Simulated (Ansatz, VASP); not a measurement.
# Two plane-wave programs on Cd

Contents of INCAR:

```
SYSTEM = Cd
PREC = Accurate
ENCUT = 400
EDIFF = 1E-8
ISMEAR = -1
SIGMA = 0.05
LREAL = .False.
LASPH = .True.
NELM = 120
ALGO = Normal
ISIF = 2
LWAVE = .False.
LCHARG = .False.
GGA = PE
LEFG = .True.
NBANDS = 19
GGA_COMPAT = .False.
```

Contents of KPOINTS:

```
Automatic mesh
0
Gamma
  16 16 7
  0 0 0
```

Contents of POSCAR:

```
Cd
1.0
    2.9185794238      0.0000000000      0.0000000000
   -1.4592897118      2.5275639239      0.0000000000
    0.0000000000      0.0000000000      5.5039474349
Cd
2
Direct
    0.3333333333      0.6666666667      0.2500000000
    0.6666666667      0.3333333333      0.7500000000
```

Input for Ansatz:

```yaml
crystal:
  lattice:
    - [2.9185794238, 0.0, 0.0]
    - [-1.4592897118, 2.5275639239, 0.0]
    - [0.0, 0.0, 5.5039474349]
  atoms:
    - { symbol: Cd, position: [0.3333333333, 0.6666666667, 0.25] }
    - { symbol: Cd, position: [0.6666666667, 0.3333333333, 0.75] }
kpoints:
  mp_grid: { grid: [16, 16, 7] }
scf:
  occupations: { method: fermi_dirac, width: 0.05 }
hamiltonian:
  xc: pbe
  pseudopotentials: { kind: paw }
output:
  forces: true
  stress: true
  eigenvalues: true
  efg: { contact_densities: true }
```

Change from the starting cell: volume scaled by 0.9405, PAW files.

Alike in both runs: task electric field gradients; functional PBE; k mesh 16 × 16 × 7; occupations fermi-dirac, width 0.05 eV; no spin polarisation.

```csv
,VASP,Ansatz
version,VASP 6.6.1,Ansatz 0.2.0
potentials or method,"VASP PAW PBE potentials, release 64 (Cd)","PAW with Ansatz's default frozen-core files, scalar-relativistic"
plane-wave cutoff (eV),400,420
valence electrons in the cell,24,40
```

Ansatz gave:

* pressure (GPa): 7.4
* traceless stress, the component that is largest in VASP (GPa): -2.07
* size of Vzz on the site where it differs most (V/Å²): 80.9

What did VASP give for the same quantities?

Pressure (GPa): 6.9; traceless stress, the component that is largest in VASP (GPa): -2.28; size of Vzz on the site where it differs most (V/Å²): 88.5.

The functional is the same, so the differences come from potentials, cutoffs and numerics. VASP's potentials hold 24 valence electrons a cell and Ansatz's 40, so a difference there can come from the potentials and not from the codes.
